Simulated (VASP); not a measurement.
Wanted: the native input for a VASP 6.6.1 run.

```yaml
Task: single point
Functional: LDA
Potentials_or_basis: VASP PAW LDA potentials, release 64 (Al, P)
Cutoff: 500 eV
k_mesh: 4 × 4 × 4
Occupations: gaussian, width 0.01 eV
Spin: no spin polarisation
Dipole_correction: no
Further_INCAR_settings: ALGO = Normal; EDIFF = 1e-06; NBANDS = 11
```

The structure of AlP lies in POSCAR:

```
AlP
1.0
    0.0000000000      2.7392607952      2.7392607952
    2.7392607952      0.0000000000      2.7392607952
    2.7392607952      2.7392607952      0.0000000000
Al P
1 1
Direct
    0.0000000000      0.0000000000      0.0000000000
    0.2500000000      0.2500000000      0.2500000000
```

These files were run (other wordings do the same):

INCAR

```
PREC     = Accurate       # precision mode
ENCUT    = 500            # plane-wave cutoff, eV
EDIFF    = 1E-6           # SCF threshold, eV
ISMEAR   = 0              # smearing method
SIGMA    = 0.01           # smearing width, eV
LREAL    = F              # projectors in reciprocal space
LASPH    = T              # aspherical terms in the spheres
NELM     = 120            # most SCF steps
ALGO     = Normal         # electronic algorithm
ISIF     = 2              # what is computed and relaxed
LWAVE    = F              # write WAVECAR
LCHARG   = F              # write CHGCAR
GGA      = CA             # functional
NBANDS   = 11             # bands
GGA_COMPAT= F
```

KPOINTS

```
regular mesh
0
Gamma
  4 4 4
```

Potentials or basis: VASP PAW LDA potentials, release 64 (Al, P).

Run with:

```bash
$ cat potpaw_LDA.64/Al/POTCAR potpaw_LDA.64/P/POTCAR > POTCAR
$ mpirun -np 1 vasp_std > vasp.out
```

Results of the run:

| Item | Value |
| --- | --- |
| Pressure | -1.7 GPa |
| Band gap on the k mesh | 1.43 eV, indirect (least direct gap 3.02 eV) |

Caveat: the k points lie up to 0.50 Å⁻¹ apart.

It took 3.8 s on 1 thread of AMD EPYC 7R43 64-Core Processor (Zen 3), on a shared host, peak memory 0.1 GiB.
